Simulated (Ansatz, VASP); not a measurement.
**One calculation of Ru, two programs**

The input INCAR:

```
  PREC = Accurate
  ENCUT = 520
  EDIFF = 1E-7
  ISMEAR = 0
  SIGMA = 0.15
  LREAL = False
  LASPH = True
  NELM = 80
  ALGO = Normal
  ISIF = 2
  LWAVE = False
  LCHARG = True
  GGA = PE
  LELF = True
  LVHAR = True
  NBANDS = 13
```

The input KPOINTS:

```
regular mesh
0
Gamma
  22 22 22
```

File POSCAR:

```
Ru
1.0
    0.0000000000      1.9150000000      1.7235000000
    1.9150000000      0.0000000000      1.7235000000
    1.9150000000      1.9150000000      0.0000000000
Ru
1
Direct
    0.0000000000      0.0000000000      0.0000000000
```

Input for Ansatz:

```yaml
crystal:
  lattice:
    - [0.0, 1.915, 1.7235]
    - [1.915, 0.0, 1.7235]
    - [1.915, 1.915, 0.0]
  atoms:
    - { symbol: Ru, position: [0.0, 0.0, 0.0] }
basis:
  ecutwfc: 420
kpoints:
  mp_grid: { grid: [22, 22, 22] }
hamiltonian:
  xc: pbe
scf:
  occupations: { method: gaussian, width: 0.15 }
output:
  forces: true
  stress: true
  eigenvalues: true
```

Change from the starting cell: strain -0.1000 x Voigt [0, 0, 1, 0, 0, 0], atoms carried along.

Alike in both runs: task single point; functional PBE; k mesh 22 × 22 × 22; occupations gaussian, width 0.15 eV; no spin polarisation.

|  | VASP | Ansatz |
| --- | --- | --- |
| version | VASP 6.6.1 | Ansatz 0.2.0 |
| potentials or method | VASP PAW PBE potentials, release 64 (Ru_pv), cutoff 520 eV | scalar-relativistic, plane waves, PAW |
| valence electrons in the cell | 14 | 16 |

```csv
,VASP,Ansatz,Ansatz less VASP
gap on the k mesh at the Fermi level (eV),none,none,-
pressure (GPa),36.1,36.0,-0.05
"traceless stress, the component that is largest in VASP (GPa)",22.70,22.71,+0.015
```

A gap of «none» marks a metal or a gap that the smearing closes. Both programs put the cell under a high pressure, so it lies far from rest at this level. VASP's potentials hold 14 valence electrons a cell and Ansatz's 16, so a difference there can come from the potentials and not from the codes.
